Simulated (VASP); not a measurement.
# La (Im-3m) in VASP: a series of runs

The runs below take La through single point, with PBEsol.

All numbers are computed with VASP 6.6.1; they aren't measurements. Logs are shortened: lines on timing, memory, paths and dates and some standing lists are left out, and cuts for length are marked.

### Step 1. The cell of the first run

The structure is cubic, space group Im-3m (No. 229). The conventional cell has a = 4.248 Å, b = 4.248 Å, c = 4.248 Å, α = 90.00°, β = 90.00°, γ = 90.00°. La (site symmetry m-3m) has 14 La at 3.68 to 4.25 Å within 4.8 Å.

### Step 2. Single point, PBEsol

Contents of INCAR:

```
SYSTEM = La
PREC = Accurate ; ENCUT = 520
EDIFF = 1E-6 ; ISMEAR = -1
SIGMA = 0.05 ; LREAL = .FALSE.
LASPH = .TRUE. ; NELM = 100
ALGO = Normal ; ISIF = 2
LWAVE = .FALSE. ; LCHARG = .FALSE.
GGA = PS ; NBANDS = 12
```

Contents of KPOINTS:

```
Automatic mesh
0
G
  9 9 9
  0 0 0
```

Contents of POSCAR:

```
La
1.0
   -2.1238310710      2.1238310710      2.1238310710
    2.1238310710     -2.1238310710      2.1238310710
    2.1238310710      2.1238310710     -2.1238310710
La
1
Direct
    0.0000000000      0.0000000000      0.0000000000
```

Potentials or basis: VASP PAW PBE potentials, release 64 (La).

On the command line:

```sh
$ cat potpaw_PBE.64/La/POTCAR > POTCAR
$ mpirun -np 1 vasp_std > vasp.out
```

OUTCAR:

```text
SYSTEM = La
   PREC = Accurate
   ENCUT = 520
   EDIFF = 1E-6
   ISMEAR = -1
   LREAL = .FALSE.
   LASPH = .TRUE.
   NELM = 100
   ISIF = 2
   GGA = PS

 ion  position               nearest neighbor table
   1  0.000  0.000  0.000-

  LATTYP: Found a body centered cubic cell.
 ALAT       =     4.2476621420

  Lattice vectors:

 A1 = (  -2.1238310710,   2.1238310710,   2.1238310710)
 A2 = (   2.1238310710,  -2.1238310710,   2.1238310710)
 A3 = (   2.1238310710,   2.1238310710,  -2.1238310710)

Analysis of symmetry for initial positions (statically):
=====================================================================
 Subroutine PRICEL returns:
 Original cell was already a primitive cell.

 Routine SETGRP: Setting up the symmetry group for a
 body centered cubic supercell.

 Subroutine GETGRP returns: Found 48 space group operations
 (whereof 48 operations were pure point group operations)
 out of a pool of 48 trial point group operations.

The static configuration has the point symmetry O_h .

Analysis of symmetry for dynamics (positions and initial velocities):
=====================================================================
 Subroutine PRICEL returns:
 Original cell was already a primitive cell.

 Routine SETGRP: Setting up the symmetry group for a
 body centered cubic supercell.

 Subroutine GETGRP returns: Found 48 space group operations
 (whereof 48 operations were pure point group operations)
 out of a pool of 48 trial point group operations.

The dynamic configuration has the point symmetry O_h .

 Subroutine INISYM returns: Found 48 space group operations
 (whereof 48 operations are pure point group operations),
 and found     1 'primitive' translations

----------------------------------------------------------------------------------------

                                     Primitive cell

  volume of cell :      38.3195

  direct lattice vectors                    reciprocal lattice vectors
    -2.123831071  2.123831071  2.123831071     0.000000000  0.235423620  0.235423620
     2.123831071 -2.123831071  2.123831071     0.235423620  0.000000000  0.235423620
     2.123831071  2.123831071 -2.123831071     0.235423620  0.235423620  0.000000000

  length of vectors
     3.678583322  3.678583322  3.678583322     0.332939277  0.332939277  0.332939277

  position of ions in fractional coordinates (direct lattice)
     0.000000000  0.000000000  0.000000000

  ion indices of the primitive-cell ions
   primitive index   ion index
                 1           1

----------------------------------------------------------------------------------------

 KPOINTS: Automatic mesh

Automatic generation of k-mesh.
 Grid dimensions read from file:
 generate k-points for:    9    9    9

 Generating k-lattice:

  Cartesian coordinates                     Fractional coordinates (reciprocal lattice)
     0.000000000  0.026158180  0.026158180     0.111111111  0.000000000  0.000000000
     0.026158180  0.000000000  0.026158180     0.000000000  0.111111111  0.000000000
     0.026158180  0.026158180  0.000000000     0.000000000  0.000000000  0.111111111

  Length of vectors
     0.036993253  0.036993253  0.036993253

  Shift w.r.t. Gamma in fractional coordinates (k-lattice)
     0.000000000  0.000000000  0.000000000

 Subroutine IBZKPT returns following result:
 ===========================================

 Found     35 irreducible k-points:

 Following reciprocal coordinates:
            Coordinates               Weight
  0.000000  0.000000  0.000000      1.000000
  0.111111  0.000000  0.000000     12.000000
  0.222222  0.000000  0.000000     12.000000
  0.333333  0.000000  0.000000     12.000000
  0.444444  0.000000  0.000000     12.000000
  0.111111  0.111111  0.000000     24.000000
[... 16 lines left out ...]
 -0.333333  0.444444  0.111111     48.000000
 -0.444444 -0.444444  0.111111     24.000000
 [... further k-points ...]
   k-points           NKPTS =     35   k-points in BZ     NKDIM =     35   number of bands    NBANDS=     12
   number of dos      NEDOS =    301   number of ions     NIONS =      1
   total plane-waves  NPLWV =  21952
   dimension x,y,z NGX =    28 NGY =   28 NGZ =   28
   dimension x,y,z NGXF=    56 NGYF=   56 NGZF=   56
   ions per type =               1
   NGX,Y,Z   is equivalent  to a cutoff of  12.65, 12.65, 12.65 a.u.
   NGXF,Y,Z  is equivalent  to a cutoff of  25.31, 25.31, 25.31 a.u.
 SYSTEM =  La
   PREC   = accura    normal or accurate (medium, high low for compatibility)
   ISTART =      0    job   : 0-new  1-cont  2-samecut
   ICHARG =      2    charge: 1-file 2-atom 10-const
   ISPIN  =      1    spin polarized calculation?
   LNONCOLLINEAR =      F non collinear calculations
   LSORBIT =      F    spin-orbit coupling
   LASPH  =      T    aspherical Exc in radial PAW
   ENCUT  =  520.0 eV  38.22 Ry    6.18 a.u.   6.84  6.84  6.84*2*pi/ulx,y,z
   NELM   =    100;   NELMIN=  2; NELMDL= -5     # of ELM steps
   EDIFF  = 0.1E-05   stopping-criterion for ELM
   LREAL  =      F    real-space projection
   EDIFFG = 0.1E-04   stopping-criterion for IOM
   NSW    =      0    number of steps for IOM
   IBRION =     -1    ionic relax: 0-MD 1-quasi-New 2-CG
   NFREE  =      0    steps in history (QN), initial steepest desc. (CG)
   ISIF   =      2    stress and relaxation
   ISYM   =      2    0-nonsym 1-usesym 2-fastsym
   POTIM  = 0.5000    time-step for ionic-motion
   TEBEG  =    0.0;   TEEND  =   0.0 temperature during run
   PSTRESS=    0.0 pullay stress
   NELECT =      11.0000    total number of electrons
   NUPDOWN=      -1.0000    fix difference up-down
   EMIN   =  10.00;   EMAX   =-10.00  energy-range for DOS
   EFERMI =   0.00;   METHOD = LEGACY
   ISMEAR =    -1;   SIGMA  =   0.05  broadening in eV -4-tet -1-fermi 0-gaus
   EFERMI_NEDOS =   21; number of points for ismear=-14 and -15
   IALGO  =     38    algorithm
   IMIX   =      4    mixing-type and parameters
     AMIX     =   0.40;   BMIX     =  1.00
     AMIX_MAG =   1.60;   BMIX_MAG =  1.00
  volume/ion in A,a.u.               =      38.32       258.59
  Fermi-wavevector in a.u.,A,eV,Ry     =   1.079939  2.040788 15.868033  1.166268
  Thomas-Fermi vector in A             =   2.215917
   LORBIT       =      0    0 simple, 1 ext, 2 COOP (PROOUT), +10 PAW based schemes
   GGA     = PS    functional components
   LHFCALC =     F    Hartree Fock is set to
   AEXX    =    0.0000 exact exchange contribution
   IVDW    =     0    specifies the selected vdW correction
   LEPSILON=     F    determine dielectric tensor
   LRPA    =     F    only Hartree local field effects (RPA)
 non-spin polarized calculation
  energy-cutoff  :      520.00
  volume of cell :       38.32
 maximum number of plane-waves:      1055
   NGX = 13   NGY = 13   NGZ = 13

 number of electron      10.9999999 magnetization

 Free energy of the ion-electron system (eV)
  ---------------------------------------------------
  ext. energy  EPLUGINS =         0.00000000
  ---------------------------------------------------
  free energy    TOTEN  =        -5.19318336 eV

  energy without entropy =       -5.16604479  energy(sigma->0) =       -5.17961408

 E-fermi :   7.4346     XC(G=0):  -9.5567

 val. band max:        7.4077353956   @ k =  -0.2222   0.3333   0.1111
 cond. band min:       7.4364118416   @ k =   0.3333   0.2222   0.0000
 fundamental gap:      0.0286764460
 Fermi energy:         7.4345933389

 k-point     1 :       0.0000    0.0000    0.0000
  band No.  band energies     occupation
      1     -25.4739      2.00000
      2      -8.4548      2.00000
      3      -8.4548      2.00000
      4      -8.4548      2.00000
      5       4.1706      2.00000
      6       8.8763      0.00000
      7       8.8763      0.00000
      8       8.8763      0.00000
      9       8.9350      0.00000
     10       8.9350      0.00000
     11       8.9350      0.00000
     12       9.6359      0.00000

 k-point     2 :       0.1111    0.0000    0.0000
  band No.  band energies     occupation
      1     -25.4527      2.00000
      2      -8.6221      2.00000
      3      -8.5041      2.00000
      4      -8.4567      2.00000
      5       4.5373      2.00000
      6       8.4419      0.00000
      7       8.4456      0.00000
      8       8.9223      0.00000
      9       9.0018      0.00000
     10       9.2093      0.00000
     11       9.2244      0.00000
     12       9.6065      0.00000

 k-point     3 :       0.2222    0.0000    0.0000
  band No.  band energies     occupation
      1     -25.3985      2.00000
      2      -9.0207      2.00000
      3      -8.6257      2.00000
      4      -8.4617      2.00000
      5       5.3591      2.00000
      6       7.9336      0.00009
      7       8.0329      0.00001
      8       8.9061      0.00000
      9       9.1534      0.00000
     10       9.3105      0.00000
     11       9.3994      0.00000
     12       9.5606      0.00000
[... 286 lines left out ...]
 k-point    23 :      -0.3333    0.4444    0.1111
  band No.  band energies     occupation
      1     -25.2762      2.00000
      2      -9.5068      2.00000
      3      -8.9937      2.00000
      4      -8.6613      2.00000
      5       6.4798      2.00000
      6       7.3876      1.43818
      7       8.1345      0.00000
      8       8.8525      0.00000
      9       9.1554      0.00000
     10       9.3276      0.00000
     11       9.5321      0.00000
     12       9.5931      0.00000

 k-point    24 :      -0.4444   -0.4444    0.1111
  band No.  band energies     occupation
      1     -25.2567      2.00000
      2      -9.5979      2.00000
      3      -9.0575      2.00000
      4      -8.6608      2.00000
      5       6.3548      2.00000
      6       7.6610      0.02136
      7       7.9878      0.00003
      8       8.7653      0.00000
      9       9.2171      0.00000
     10       9.3894      0.00000
     11       9.5650      0.00000
     12       9.6056      0.00000

 [... further k-points ...]

------------------------ aborting loop because EDIFF is reached ----------------------------------------

  FORCE on cell =-STRESS in cart. coord.  units (eV):
  Direction    XX          YY          ZZ          XY          YZ          ZX
  --------------------------------------------------------------------------------------
  -------------------------------------------------------------------------------------
  Total       -0.6105736     -0.6105736     -0.6105736      0.0000000      0.0000000     -0.0000000
  in kB      -25.5287003    -25.5287003    -25.5287003      0.0000000      0.0000000     -0.0000000
  external PRESSURE =     -25.5287003 kB  Pullay stress =       0.0000000 kB

 VOLUME and BASIS-vectors are now :
 -----------------------------------------------------------------------------
  energy-cutoff  :      520.00
  volume of cell :       38.32
      direct lattice vectors                 reciprocal lattice vectors
    -2.123831071  2.123831071  2.123831071     0.000000000  0.235423620  0.235423620
     2.123831071 -2.123831071  2.123831071     0.235423620  0.000000000  0.235423620
     2.123831071  2.123831071 -2.123831071     0.235423620  0.235423620  0.000000000

 POSITION                                       TOTAL-FORCE (eV/Angst)
 -----------------------------------------------------------------------------------
      0.00000      0.00000      0.00000        -0.000000      0.000000      0.000000
 -----------------------------------------------------------------------------------
    total drift:                                0.000000      0.000000     -0.000000

  FREE ENERGIE OF THE ION-ELECTRON SYSTEM (eV)
  ---------------------------------------------------
  free  energy   TOTEN  =        -5.1931833568 eV

  energy  without entropy=       -5.1660447943  energy(sigma->0) =       -5.17961408
```

It took 43 s on 1 thread of AMD EPYC 7R43 (Zen 3), shared host; peak memory 0.13 GiB.

Results:

- Free energy: -5.1932 eV
- Pressure: -2.6 GPa

Caveat: the PAW data sets were made with another functional, which shifts forces and pressure a little; spin-orbit coupling is left out, which moves the levels of the heavy elements.

### Step 3. Single point, PBEsol

This run uses another cell than the first one, of 36.79 Å³/atom, 0.960 times its volume.

Contents of INCAR:

```
SYSTEM = La
ALGO = Normal
EDIFF = 1E-6
ENCUT = 520
GGA = PS
ISIF = 2
ISMEAR = -1
LASPH = .True.
LCHARG = .False.
LREAL = .False.
LWAVE = .False.
NBANDS = 12
NELM = 80
PREC = Accurate
SIGMA = 0.05
```

Contents of KPOINTS:

```
k-points
0
Gamma
  9 9 9
  0 0 0
```

Contents of POSCAR:

```
La
1.0
   -2.0951271325      2.0951271325      2.0951271325
    2.0951271325     -2.0951271325      2.0951271325
    2.0951271325      2.0951271325     -2.0951271325
La
1
Direct
    0.0000000000      0.0000000000      0.0000000000
```

Potentials or basis: VASP PAW PBE potentials, release 64 (La).

On the command line:

```sh
$ cat potpaw_PBE.64/La/POTCAR > POTCAR
$ mpirun -np 1 vasp_std > vasp.out
```

It took 36 s on 1 thread of AMD EPYC 7R43 (Zen 3), shared host; peak memory 0.13 GiB.

The run converged. Its results:

```yaml
Free_energy: -5.2134 eV
Pressure: -1.7 GPa
```

Levels at points of the mesh, in eV from the Fermi level:
```
           k point  band 2  band 3  band 4  band 5  band 6  band 7  band 8  band 9
(0.00, 0.00, 0.00)  -15.74  -15.74  -15.74   -3.23    1.49    1.49    1.49    1.57
```

Caveat: the PAW data sets were made with another functional, which shifts forces and pressure a little; spin-orbit coupling is left out, which moves the levels of the heavy elements.

(Continued in part 2 of 2.)
